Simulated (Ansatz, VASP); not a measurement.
Two plane-wave programs on HfO2

```
O Hf
1.0
     7.17473    0.00000    0.00000
     0.00000    6.32742    0.00000
     0.00000    0.00000   22.74329
O Hf
16 8
Direct
  0.25000 0.52675 0.35175
  0.75000 0.52675 0.35175
  0.00000 0.95541 0.36541
  0.50000 0.95541 0.36541
  0.25000 0.18747 0.41672
  0.75000 0.18747 0.41672
  0.00000 0.61613 0.43038
  0.50000 0.61613 0.43038
  0.24720 0.84672 0.48068
  0.75280 0.84672 0.48068
  0.00000 0.26941 0.48559
  0.50000 0.27833 0.48858
  0.24181 0.49853 0.54439
  0.75819 0.49853 0.54439
  0.00000 0.96652 0.55818
  0.50000 0.93506 0.55293
  0.25000 0.82144 0.39106
  0.75000 0.82144 0.39106
  0.00000 0.32144 0.39106
  0.50000 0.32144 0.39106
  0.24495 0.14587 0.51777
  0.75505 0.14587 0.51777
  0.00000 0.66707 0.51908
  0.50000 0.62461 0.51870
```

Alike in both runs: task single point; functional PBE; dispersion D3(BJ); k mesh 2 × 3 × 1; occupations gaussian, width 0.05 eV; no spin polarisation.

```csv
,VASP,Ansatz
version,VASP 6.6.1,Ansatz 0.2.0
potentials or method,"VASP PAW PBE potentials, release 64 (O, Hf_pv), cutoff 520 eV","scalar-relativistic, plane waves, PAW"
valence electrons in the cell,176,304
```

|  | VASP | Ansatz | Ansatz less VASP |
| --- | --- | --- | --- |
| gap on the k mesh at the Fermi level (eV) | 3.45 | 3.48 | +0.024 |
| least direct gap on the mesh (eV) | 3.60 | 3.62 | +0.025 |
| rms of the force components (eV/Å) | 0.556 | 0.547 | -0.0090 |

VASP's potentials hold 176 valence electrons a cell and Ansatz's 304, so a difference there can come from the potentials and not from the codes.

The k mesh is coarse, so the values compare programs but aren't converged. Neither program's run includes spin-orbit coupling.
